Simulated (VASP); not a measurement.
Here is a VASP 6.6.1 calculation.

The input INCAR:

```
PREC     = Accurate       # precision mode
ENCUT    = 520            # plane-wave cutoff, eV
EDIFF    = 1E-6           # SCF threshold, eV
ISMEAR   = -1             # smearing method
SIGMA    = 0.05           # smearing width, eV
LREAL    = False          # projectors in reciprocal space
LASPH    = True           # aspherical terms in the spheres
NELM     = 80             # most SCF steps
ALGO     = Normal         # electronic algorithm
ISIF     = 2              # what is computed and relaxed
LWAVE    = False          # write WAVECAR
LCHARG   = False          # write CHGCAR
GGA      = PS             # functional
NBANDS   = 38             # bands
```

File KPOINTS:

```
regular mesh
0
Gamma
  10 10 3
```

POSCAR

```
Rh
1.0
    2.6720834492     -0.0000002866      0.0000000000
   -1.3360414764      2.3140922913      0.0000000000
    0.0000000000      0.0000000000      8.7469016156
Rh
4
Direct
    0.0000000000      0.0000000000      0.0000000000
    0.3333333333      0.6666666667      0.2500000000
    0.0000000000      0.0000000000      0.5000000000
    0.6666666667      0.3333333333      0.7500000000
```

Potentials or basis: VASP PAW PBE potentials, release 64 (Rh_pv).

Run with:

```bash
$ cat potpaw_PBE.64/Rh_pv/POTCAR > POTCAR
$ mpirun -np 1 vasp_std > vasp.out
```

(1) Estimate the pressure.

(2) What does it give for the band gap on the k mesh?

Answers

(1) -0.1 GPa.

(2) zero (band 30 reaches 12.95 eV, above the bottom of band 31 at 11.04 eV).

Caveat: the PAW data sets were made with another functional, which shifts forces and pressure a little.
